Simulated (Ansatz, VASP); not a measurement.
# ScAl3: VASP beside Ansatz

Contents of INCAR:

```
PREC = Accurate
ENCUT = 520
EDIFF = 1E-6
ISMEAR = 0
SIGMA = 0.15
LREAL = F
LASPH = T
NELM = 100
ALGO = Fast
ISIF = 2
LWAVE = F
LCHARG = F
GGA = PE
NBANDS = 18
```

Contents of KPOINTS:

```
regular mesh
0
Gamma
  12 12 12
```

Contents of POSCAR:

```
ScAl3
1.0
    4.1053305968      0.0000000000      0.0000000000
    0.0000000000      4.1053305968      0.0000000000
    0.0000000000      0.0000000000      4.1053305968
Sc Al
1 3
Direct
    0.0000000000      0.0000000000      0.0000000000
    0.5193771271      0.0193771271      0.5000000000
    0.0193771271      0.5193771271      0.5000000000
    0.5193771271      0.5193771271      0.0000000000
```

Input for Ansatz:

```yaml
crystal:
  lattice:
    - [4.1053305968, 0.0, 0.0]
    - [0.0, 4.1053305968, 0.0]
    - [0.0, 0.0, 4.1053305968]
  atoms:
    - { symbol: Sc, position: [0.0, 0.0, 0.0] }
    - { symbol: Al, position: [0.5193771271, 0.0193771271, 0.5] }
    - { symbol: Al, position: [0.0193771271, 0.5193771271, 0.5] }
    - { symbol: Al, position: [0.5193771271, 0.5193771271, 0.0] }
basis:
  ecutwfc: 420
kpoints:
  mp_grid: { grid: [12, 12, 12] }
hamiltonian:
  xc: pbe
scf:
  occupations: { method: gaussian, width: 0.15 }
output:
  forces: true
  stress: true
  eigenvalues: true
```

Change from the starting cell: all Al atoms moved +0.113 Å, as atom 2 along Cartesian [1 1 0].

Alike in both runs: task single point; functional PBE; k mesh 12 × 12 × 12; occupations gaussian, width 0.15 eV; no spin polarisation.

|  | VASP | Ansatz |
| --- | --- | --- |
| version | VASP 6.6.1 | Ansatz 0.2.0 |
| potentials or method | VASP PAW PBE potentials, release 64 (Sc_sv, Al), cutoff 520 eV | scalar-relativistic, plane waves, PAW |
| valence electrons in the cell | 20 | 20 |

```tsv
	VASP	Ansatz	Ansatz less VASP
gap on the k mesh at the Fermi level (eV)	none	none	-
pressure (GPa)	0.4	0.4	-0.04
traceless stress, the component that is largest in VASP (GPa)	0.22	0.22	0.000
rms of the force components (eV/Å)	0.365	0.364	-0.0009
```

Atom by atom the forces differ by 0.001 eV/Å (rms over components). A gap of «none» marks a metal or a gap that the smearing closes.
